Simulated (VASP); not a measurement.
# InP (Fm-3m) in VASP: further runs

Aim: see how the results for InP move with the level of theory and the settings. Levels: LDA, r2SCAN, HSE06. Tasks: single point.

Program: VASP 6.6.1. These are calculated values, not measurements. Logs are shortened: lines on timing, memory, paths and dates and some standing lists are left out, and cuts for length are marked.

### Step 1. The cell of the first run

The structure is cubic, space group Fm-3m (No. 225). Conventional cell: a = 5.538 Å, b = 5.538 Å, c = 5.538 Å, α = 90.00°, β = 90.00°, γ = 90.00°. Within 3.6 Å of In (site symmetry m-3m) lie 6 P at 2.77 Å. Within 3.6 Å of P (site symmetry m-3m) lie 6 In at 2.77 Å.

### Step 2. Single point, LDA

Input file INCAR:

```
PREC     = Accurate       # precision mode
ENCUT    = 500            # plane-wave cutoff, eV
EDIFF    = 1E-6           # SCF threshold, eV
ISMEAR   = -1             # smearing method
SIGMA    = 0.05           # smearing width, eV
LREAL    = False          # projectors in reciprocal space
LASPH    = True           # aspherical terms in the spheres
NELM     = 120            # most SCF steps
ALGO     = Normal         # electronic algorithm
ISIF     = 2              # what is computed and relaxed
LWAVE    = False          # write WAVECAR
LCHARG   = False          # write CHGCAR
NBANDS   = 16             # bands
GGA_COMPAT= False
```

Input file KPOINTS:

```
regular mesh
0
Gamma
  8 8 8
```

Input file POSCAR:

```
InP
1.0
    0.0000000000      2.7688340000      2.7688340000
    2.7688340000      0.0000000000      2.7688340000
    2.7688340000      2.7688340000      0.0000000000
In P
1 1
Direct
    0.0000000000      0.0000000000      0.0000000000
    0.5000000000      0.5000000000      0.5000000000
```

Potentials or basis: VASP PAW LDA potentials, release 64 (In_d, P).

Launch:

```sh
$ cat potpaw_LDA.64/In_d/POTCAR potpaw_LDA.64/P/POTCAR > POTCAR
$ mpirun -np 1 vasp_std > vasp.out
```

OUTCAR:

```text
PREC = Accurate
   ENCUT = 500
   EDIFF = 1E-6
   ISMEAR = -1
   LREAL = False
   LASPH = True
   NELM = 120
   ISIF = 2

 ion  position               nearest neighbor table
   1  0.000  0.000  0.000-   2 2.77   2 2.77   2 2.77   2 2.77   2 2.77   2 2.77
   2  0.500  0.500  0.500-   1 2.77   1 2.77   1 2.77   1 2.77   1 2.77   1 2.77

  LATTYP: Found a face centered cubic cell.
 ALAT       =     5.5376680000

  Lattice vectors:

 A1 = (   0.0000000000,   2.7688340000,   2.7688340000)
 A2 = (   2.7688340000,   0.0000000000,   2.7688340000)
 A3 = (   2.7688340000,   2.7688340000,   0.0000000000)

Analysis of symmetry for initial positions (statically):
=====================================================================
 Subroutine PRICEL returns:
 Original cell was already a primitive cell.

 Routine SETGRP: Setting up the symmetry group for a
 face centered cubic supercell.

 Subroutine GETGRP returns: Found 48 space group operations
 (whereof 48 operations were pure point group operations)
 out of a pool of 48 trial point group operations.

The static configuration has the point symmetry O_h .

Analysis of symmetry for dynamics (positions and initial velocities):
=====================================================================
 Subroutine PRICEL returns:
 Original cell was already a primitive cell.

 Routine SETGRP: Setting up the symmetry group for a
 face centered cubic supercell.

 Subroutine GETGRP returns: Found 48 space group operations
 (whereof 48 operations were pure point group operations)
 out of a pool of 48 trial point group operations.

The dynamic configuration has the point symmetry O_h .

 Subroutine INISYM returns: Found 48 space group operations
 (whereof 48 operations are pure point group operations),
 and found     1 'primitive' translations

----------------------------------------------------------------------------------------

                                     Primitive cell

  volume of cell :      42.4542

  direct lattice vectors                    reciprocal lattice vectors
     0.000000000  2.768834000  2.768834000    -0.180581429  0.180581429  0.180581429
     2.768834000  0.000000000  2.768834000     0.180581429 -0.180581429  0.180581429
     2.768834000  2.768834000  0.000000000     0.180581429  0.180581429 -0.180581429

  length of vectors
     3.915722595  3.915722595  3.915722595     0.312776210  0.312776210  0.312776210

  position of ions in fractional coordinates (direct lattice)
     0.000000000  0.000000000  0.000000000
     0.500000000  0.500000000  0.500000000

  ion indices of the primitive-cell ions
   primitive index   ion index
                 1           1
                 2           2

----------------------------------------------------------------------------------------

 KPOINTS: regular mesh

Automatic generation of k-mesh.
 Grid dimensions read from file:
 generate k-points for:    8    8    8

 Generating k-lattice:

  Cartesian coordinates                     Fractional coordinates (reciprocal lattice)
    -0.022572679  0.022572679  0.022572679     0.125000000  0.000000000  0.000000000
     0.022572679 -0.022572679  0.022572679     0.000000000  0.125000000  0.000000000
     0.022572679  0.022572679 -0.022572679     0.000000000  0.000000000  0.125000000

  Length of vectors
     0.039097026  0.039097026  0.039097026

  Shift w.r.t. Gamma in fractional coordinates (k-lattice)
     0.000000000  0.000000000  0.000000000

 Subroutine IBZKPT returns following result:
 ===========================================

 Found     29 irreducible k-points:

 Following reciprocal coordinates:
            Coordinates               Weight
  0.000000  0.000000  0.000000      1.000000
  0.125000  0.000000  0.000000      8.000000
  0.250000  0.000000  0.000000      8.000000
  0.375000  0.000000  0.000000      8.000000
  0.500000  0.000000  0.000000      4.000000
  0.125000  0.125000  0.000000      6.000000
[... 16 lines left out ...]
  0.500000  0.250000  0.125000     48.000000
 -0.375000  0.250000  0.125000     24.000000
 [... further k-points ...]
   k-points           NKPTS =     29   k-points in BZ     NKDIM =     29   number of bands    NBANDS=     16
   number of dos      NEDOS =    301   number of ions     NIONS =      2
   total plane-waves  NPLWV =  27000
   dimension x,y,z NGX =    30 NGY =   30 NGZ =   30
   dimension x,y,z NGXF=    60 NGYF=   60 NGZF=   60
   ions per type =               1   1
   NGX,Y,Z   is equivalent  to a cutoff of  12.74, 12.74, 12.74 a.u.
   NGXF,Y,Z  is equivalent  to a cutoff of  25.47, 25.47, 25.47 a.u.
 SYSTEM =  unknown system
   PREC   = accura    normal or accurate (medium, high low for compatibility)
   ISTART =      0    job   : 0-new  1-cont  2-samecut
   ICHARG =      2    charge: 1-file 2-atom 10-const
   ISPIN  =      1    spin polarized calculation?
   LNONCOLLINEAR =      F non collinear calculations
   LSORBIT =      F    spin-orbit coupling
   LASPH  =      T    aspherical Exc in radial PAW
   ENCUT  =  500.0 eV  36.75 Ry    6.06 a.u.   7.14  7.14  7.14*2*pi/ulx,y,z
   NELM   =    120;   NELMIN=  2; NELMDL= -5     # of ELM steps
   EDIFF  = 0.1E-05   stopping-criterion for ELM
   LREAL  =      F    real-space projection
   EDIFFG = 0.1E-04   stopping-criterion for IOM
   NSW    =      0    number of steps for IOM
   IBRION =     -1    ionic relax: 0-MD 1-quasi-New 2-CG
   NFREE  =      0    steps in history (QN), initial steepest desc. (CG)
   ISIF   =      2    stress and relaxation
   ISYM   =      2    0-nonsym 1-usesym 2-fastsym
   POTIM  = 0.5000    time-step for ionic-motion
   TEBEG  =    0.0;   TEEND  =   0.0 temperature during run
   PSTRESS=    0.0 pullay stress
   NELECT =      18.0000    total number of electrons
   NUPDOWN=      -1.0000    fix difference up-down
   EMIN   =  10.00;   EMAX   =-10.00  energy-range for DOS
   EFERMI =   0.00;   METHOD = LEGACY
   ISMEAR =    -1;   SIGMA  =   0.05  broadening in eV -4-tet -1-fermi 0-gaus
   EFERMI_NEDOS =   21; number of points for ismear=-14 and -15
   IALGO  =     38    algorithm
   IMIX   =      4    mixing-type and parameters
     AMIX     =   0.40;   BMIX     =  1.00
     AMIX_MAG =   1.60;   BMIX_MAG =  1.00
  volume/ion in A,a.u.               =      21.23       143.25
  Fermi-wavevector in a.u.,A,eV,Ry     =   1.229869  2.324115 20.579860  1.512577
  Thomas-Fermi vector in A             =   2.364739
   LORBIT       =      0    0 simple, 1 ext, 2 COOP (PROOUT), +10 PAW based schemes
   GGA     = CA    functional components
   LHFCALC =     F    Hartree Fock is set to
   AEXX    =    0.0000 exact exchange contribution
   IVDW    =     0    specifies the selected vdW correction
   LEPSILON=     F    determine dielectric tensor
   LRPA    =     F    only Hartree local field effects (RPA)
 non-spin polarized calculation
  energy-cutoff  :      500.00
  volume of cell :       42.45
 maximum number of plane-waves:      1090
 NGX is ok and might be reduce to    30
   NGX = 15   NGY = 15   NGZ = 15

 number of electron      18.0000009 magnetization

 Free energy of the ion-electron system (eV)
  ---------------------------------------------------
  ext. energy  EPLUGINS =         0.00000000
  ---------------------------------------------------
  free energy    TOTEN  =        -9.27024879 eV

  energy without entropy =       -9.25662023  energy(sigma->0) =       -9.26343451

 E-fermi :   6.9209     XC(G=0): -10.6396

 val. band max:        6.9187336907   @ k =   0.3750   0.0000   0.0000
 cond. band min:       6.9413976951   @ k =   0.3750   0.2500   0.0000
 fundamental gap:      0.0226640044
 Fermi energy:         6.9208869609

 k-point     1 :       0.0000    0.0000    0.0000
  band No.  band energies     occupation
      1      -7.3191      2.00000
      2      -7.3191      2.00000
      3      -7.2952      2.00000
      4      -7.2952      2.00000
      5      -7.2952      2.00000
      6      -5.1557      2.00000
[... 8 lines left out ...]
     15      15.1410      0.00000
     16      15.1410      0.00000

 k-point     2 :       0.1250    0.0000    0.0000
  band No.  band energies     occupation
      1      -7.3266      2.00000
      2      -7.3266      2.00000
      3      -7.2957      2.00000
      4      -7.2846      2.00000
      5      -7.2846      2.00000
      6      -4.9602      2.00000
[... 8 lines left out ...]
     15      14.6378      0.00000
     16      15.0813      0.00000

 k-point     3 :       0.2500    0.0000    0.0000
  band No.  band energies     occupation
      1      -7.3487      2.00000
      2      -7.3487      2.00000
      3      -7.2990      2.00000
      4      -7.2550      2.00000
      5      -7.2550      2.00000
      6      -4.3939      2.00000
[... 8 lines left out ...]
     15      15.5696      0.00000
     16      15.5696      0.00000

 k-point     4 :       0.3750    0.0000    0.0000
  band No.  band energies     occupation
      1      -7.3716      2.00000
      2      -7.3716      2.00000
      3      -7.3043      2.00000
      4      -7.2241      2.00000
      5      -7.2241      2.00000
      6      -3.5746      2.00000
[... 8 lines left out ...]
     15      17.0510      0.00000
     16      17.0510      0.00000
[... 324 lines left out ...]
 k-point    22 :       0.3750    0.2500    0.1250
  band No.  band energies     occupation
      1      -7.4240      2.00000
      2      -7.3249      2.00000
      3      -7.3075      2.00000
      4      -7.2407      2.00000
      5      -7.2363      2.00000
      6      -3.8480      2.00000
[... 8 lines left out ...]
     15      17.9760      0.00000
     16      18.2432      0.00000

 k-point    23 :       0.5000    0.2500    0.1250
  band No.  band energies     occupation
      1      -7.4537      2.00000
      2      -7.3418      2.00000
      3      -7.2941      2.00000
      4      -7.2389      2.00000
      5      -7.2143      2.00000
      6      -3.0372      2.00000
[... 8 lines left out ...]
     15      18.1152      0.00000
     16      19.1235      0.00000

 k-point    24 :      -0.3750    0.2500    0.1250
  band No.  band energies     occupation
      1      -7.4639      2.00000
      2      -7.3505      2.00000
      3      -7.2816      2.00000
      4      -7.2463      2.00000
      5      -7.2038      2.00000
      6      -2.5334      2.00000
[... 8 lines left out ...]
     15      16.8965      0.00000
     16      19.5789      0.00000

 [... further k-points ...]

------------------------ aborting loop because EDIFF is reached ----------------------------------------

  FORCE on cell =-STRESS in cart. coord.  units (eV):
  Direction    XX          YY          ZZ          XY          YZ          ZX
  --------------------------------------------------------------------------------------
  -------------------------------------------------------------------------------------
  Total       -1.3441168     -1.3441168     -1.3441168      0.0000000      0.0000000     -0.0000000
  in kB      -50.7255601    -50.7255601    -50.7255601      0.0000000      0.0000000     -0.0000000
  external PRESSURE =     -50.7255601 kB  Pullay stress =       0.0000000 kB

 VOLUME and BASIS-vectors are now :
 -----------------------------------------------------------------------------
  energy-cutoff  :      500.00
  volume of cell :       42.45
      direct lattice vectors                 reciprocal lattice vectors
     0.000000000  2.768834000  2.768834000    -0.180581429  0.180581429  0.180581429
     2.768834000  0.000000000  2.768834000     0.180581429 -0.180581429  0.180581429
     2.768834000  2.768834000  0.000000000     0.180581429  0.180581429 -0.180581429

 POSITION                                       TOTAL-FORCE (eV/Angst)
 -----------------------------------------------------------------------------------
      0.00000      0.00000      0.00000         0.000000     -0.000000     -0.000000
      2.76883      2.76883      2.76883        -0.000000      0.000000      0.000000
 -----------------------------------------------------------------------------------
    total drift:                               -0.000000      0.000000      0.000000

  FREE ENERGIE OF THE ION-ELECTRON SYSTEM (eV)
  ---------------------------------------------------
  free  energy   TOTEN  =        -9.2702487860 eV

  energy  without entropy=       -9.2566202293  energy(sigma->0) =       -9.26343451
```

It took 28 s on 1 thread of AMD EPYC 7R43 (Zen 3), shared host; peak memory 0.12 GiB.

Results:

| Item | Value |
| --- | --- |
| Free energy | -9.2702 eV |
| Pressure | -5.1 GPa |
| Band gap on the k mesh | zero (bands 9 and 10 overlap by 2.66 eV) |

Caveat: the cell stands under tension; spin-orbit coupling is left out, which moves the levels of the heavy elements.

### Step 3. Single point, r2SCAN (21.23 Å³/atom)

POSCAR is that of step 2.

Input file INCAR.step1:

```
PREC = Accurate
ENCUT = 550
ISMEAR = -1
SIGMA = 0.05
LREAL = False
LASPH = True
NELM = 120
NBANDS = 16
GGA = PE
ALGO = Normal
EDIFF = 1E-5
LWAVE = True
LCHARG = False
GGA_COMPAT = False
```

Input file INCAR.step2:

```
PREC = Accurate
ENCUT = 550
EDIFF = 1E-6
ISMEAR = -1
SIGMA = 0.05
LREAL = False
LASPH = True
NELM = 120
ALGO = Normal
ISIF = 2
LWAVE = False
LCHARG = False
METAGGA = R2SCAN
LMIXTAU = True
NBANDS = 16
ISTART = 1
GGA_COMPAT = False
```

Input file KPOINTS:

```
Automatic mesh
0
Gamma
  8 8 8
```

Potentials or basis: VASP PAW PBE potentials, release 64 (In_d, P).

Launch:

```sh
$ cat potpaw_PBE.64/In_d/POTCAR potpaw_PBE.64/P/POTCAR > POTCAR
$ cp INCAR.step1 INCAR
$ mpirun -np 1 vasp_std > vasp.out
$ cp INCAR.step2 INCAR
$ mpirun -np 1 vasp_std > vasp.out
```

It took 2.2 min on 1 thread of AMD EPYC 7R43 (Zen 3), shared host; peak memory 0.14 GiB.

Results (log left out):

```
Free energy            : -31.7372 eV
Pressure               : -2.0 GPa
Band gap on the k mesh : zero (bands 9 and 10 overlap by 2.64 eV)
```

Levels at points of the mesh, in eV from the Fermi level:
```csv
k point,band 6,band 7,band 8,band 9,band 10,band 11,band 12,band 13
"(0.00, 0.00, 0.00)",-12.65,-0.45,-0.45,-0.45,0.88,7.38,7.38,7.38
"(0.50, 0.00, 0.00)",-10.51,-6.95,0.00,0.00,2.80,3.55,3.55,5.54
"(0.50, 0.50, 0.00)",-9.33,-5.24,-2.57,-2.57,-2.49,4.05,10.48,10.48
```

Caveat: the PAW data sets were made with another functional, which shifts forces and pressure a little; spin-orbit coupling is left out, which moves the levels of the heavy elements.

### Step 4. Single point, r2SCAN (21.65 Å³/atom)

This run uses another cell than the first one, of 21.65 Å³/atom.

Input file POSCAR:

```
InP
1.0
    0.0000000000      2.7871711834      2.7871711834
    2.7871711834      0.0000000000      2.7871711834
    2.7871711834      2.7871711834      0.0000000000
In P
1 1
Direct
    0.0000000000      0.0000000000      0.0000000000
    0.5000000000      0.5000000000      0.5000000000
```

Input file INCAR.step1:

```
  ALGO = Normal
  EDIFF = 1E-5
  ENCUT = 550
  GGA = PE
  GGA_COMPAT = False
  ISMEAR = -1
  LASPH = True
  LCHARG = False
  LREAL = False
  LWAVE = True
  NBANDS = 16
  NELM = 120
  PREC = Accurate
  SIGMA = 0.05
```

Input file INCAR.step2:

```
  ALGO = Normal
  EDIFF = 1E-6
  ENCUT = 550
  GGA_COMPAT = False
  ISIF = 2
  ISMEAR = -1
  ISTART = 1
  LASPH = True
  LCHARG = False
  LMIXTAU = True
  LREAL = False
  LWAVE = False
  METAGGA = R2SCAN
  NBANDS = 16
  NELM = 120
  PREC = Accurate
  SIGMA = 0.05
```

Input file KPOINTS:

```
k-points
0
Gamma
  8 8 8
```

Launch:

```sh
$ cat potpaw_PBE.64/In_d/POTCAR potpaw_PBE.64/P/POTCAR > POTCAR
$ cp INCAR.step1 INCAR
$ mpirun -np 1 vasp_std > vasp.out
$ cp INCAR.step2 INCAR
$ mpirun -np 1 vasp_std > vasp.out
```

It took 2.2 min on 1 thread of AMD EPYC 7R43 (Zen 3), shared host; peak memory 0.14 GiB.

It converged, with:

```yaml
Free_energy: -31.7231 eV
Pressure: -3.4 GPa
Band_gap_on_the_k_mesh: zero (bands 9 and 10 overlap by 2.65 eV)
```

Levels at points of the mesh, in eV from the Fermi level:
```tsv
k point	band 5	band 6	band 7	band 8	band 9	band 10	band 11	band 12	band 13	band 14
(0.00, 0.00, 0.00)	-14.91	-12.50	-0.43	-0.43	-0.43	0.71	7.38	7.38	7.38	8.80
(0.50, 0.00, 0.00)	-14.83	-10.42	-6.84	0.00	0.00	2.79	3.56	3.56	5.39	11.68
(0.50, 0.50, 0.00)	-14.80	-9.31	-5.11	-2.51	-2.50	-2.50	4.10	10.31	10.31	10.73
```

Caveat: the cell stands under tension; the PAW data sets were made with another functional, which shifts forces and pressure a little; spin-orbit coupling is left out, which moves the levels of the heavy elements.

(Part 1 of 2 ends here.)
